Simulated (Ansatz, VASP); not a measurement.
# Al: VASP beside Ansatz

The input INCAR:

```
SYSTEM = Al
  ALGO = Normal
  EDIFF = 1E-6
  EDIFFG = -0.01
  ENCUT = 600
  IBRION = 2
  ISIF = 3
  ISMEAR = -1
  LASPH = .TRUE.
  LCHARG = .FALSE.
  LREAL = .FALSE.
  LWAVE = .FALSE.
  NELM = 60
  NSW = 80
  PREC = Accurate
  SIGMA = 0.1
```

The input KPOINTS:

```
k-points
0
G
  18 18 5
  0 0 0
```

Contents of POSCAR:

```
Al
1.0
    2.8270770200      0.0000000000      0.0000000000
   -1.4135385100      2.4483205200      0.0000000000
    0.0000000000      0.0000000000      9.1859930700
Al
4
Direct
    0.0000000000      0.0000000000      0.0000000000
    0.3333333300      0.6666666700      0.2500000000
    0.0000000000      0.0000000000      0.5000000000
    0.6666666700      0.3333333300      0.7500000000
```

Input for Ansatz:

```yaml
crystal:
  lattice:
    - [2.82707702, 0.0, 0.0]
    - [-1.41353851, 2.44832052, 0.0]
    - [0.0, 0.0, 9.18599307]
  atoms:
    - { symbol: Al, position: [0.0, 0.0, 0.0] }
    - { symbol: Al, position: [0.33333333, 0.66666667, 0.25] }
    - { symbol: Al, position: [0.0, 0.0, 0.5] }
    - { symbol: Al, position: [0.66666667, 0.33333333, 0.75] }
basis:
  ecutwfc: 420.0
kpoints:
  mp_grid:
    grid: [18, 18, 5]
hamiltonian:
  xc: lda
  pseudopotentials:
    kind: paw
scf:
  occupations:
    method: fermi_dirac
relax:
  cell: {}
```

Alike in both runs: task relaxation of cell and atoms; functional LDA; k mesh 18 × 18 × 5; no spin polarisation.

|  | VASP | Ansatz |
| --- | --- | --- |
| version | VASP 6.6.1 | Ansatz 0.2.0 |
| potentials or method | VASP PAW LDA potentials, release 64 (Al), cutoff 600 eV | plane waves, PAW |
| occupations | fermi-dirac, width 0.1 eV | fermi-dirac |
| valence electrons in the cell | 12 | 12 |

```csv
,VASP,Ansatz,Ansatz less VASP
relaxed volume (Å³/atom),15.88,15.86,-0.015
relaxed cell length with the largest relative difference (Å),9.206,9.203,-0.0038
```

LDA's correlation is that of Perdew and Zunger in VASP and of Perdew and Wang (1992) in Ansatz.
